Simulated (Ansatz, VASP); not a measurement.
Two plane-wave programs on Sc2In

The input INCAR:

```
PREC     = Accurate       # precision mode
ENCUT    = 520            # plane-wave cutoff, eV
EDIFF    = 1E-7           # SCF threshold, eV
ISMEAR   = 1              # smearing method
SIGMA    = 0.1            # smearing width, eV
LREAL    = F              # projectors in reciprocal space
LASPH    = T              # aspherical terms in the spheres
NELM     = 60             # most SCF steps
ALGO     = Normal         # electronic algorithm
ISIF     = 2              # what is computed and relaxed
LWAVE    = F              # write WAVECAR
LCHARG   = T              # write CHGCAR
LELF     = T              # ELF
LVHAR    = T            
NBANDS   = 44             # bands
```

Contents of KPOINTS:

```
Automatic mesh
0
Gamma
  5 5 4
```

POSCAR

```
Sc2In
1.0
    5.1311498738      0.0000000000      0.0000000000
   -2.5655749369      4.4437059211      0.0000000000
    0.0000000000      0.0000000000      6.4123704372
Sc In
4 2
Direct
    0.0000000000      0.0000000000      0.0000000000
    0.0000000000      0.0000000000      0.5000000000
    0.3333333333      0.6666666667      0.7500000000
    0.6666666667      0.3333333333      0.2500000000
    0.3333333333      0.6666666667      0.2500000000
    0.6666666667      0.3333333333      0.7500000000
```

Input for Ansatz:

```yaml
crystal:
  lattice:
    - [5.131149873767421, 0.0, 0.0]
    - [-2.5655749368837104, 4.443705921124489, 0.0]
    - [0.0, 0.0, 6.412370437219829]
  atoms:
    - { symbol: Sc, position: [0.0, 0.0, 0.0] }
    - { symbol: Sc, position: [0.0, 0.0, 0.5] }
    - { symbol: Sc, position: [0.3333333333333333, 0.6666666666666666, 0.75] }
    - { symbol: Sc, position: [0.6666666666666666, 0.3333333333333333, 0.25] }
    - { symbol: In, position: [0.3333333333333333, 0.6666666666666666, 0.25] }
    - { symbol: In, position: [0.6666666666666666, 0.3333333333333333, 0.75] }
basis:
  ecutwfc: 500.0
kpoints:
  mp_grid:
    grid: [5, 5, 4]
hamiltonian:
  xc: lda
scf:
  occupations:
    method: cold
    width: 0.1
output:
  stress: true
```

Alike in both runs: task single point; functional LDA; k mesh 5 × 5 × 4; no spin polarisation.

|  | VASP | Ansatz |
| --- | --- | --- |
| version | VASP 6.6.1 | Ansatz 0.2.0 |
| potentials or method | VASP PAW LDA potentials, release 64 (Sc_sv, In_d), cutoff 520 eV | plane waves, PAW |
| occupations | methfessel-paxton of order 1, width 0.1 eV | cold, width 0.1 eV |
| valence electrons in the cell | 70 | 70 |

```csv
,VASP,Ansatz,Ansatz less VASP
pressure (GPa),-7.8,-7.9,-0.10
"traceless stress, the component that is largest in VASP (GPa)",0.22,0.27,+0.054
```

LDA's correlation is that of Perdew and Zunger in VASP and of Perdew and Wang (1992) in Ansatz.
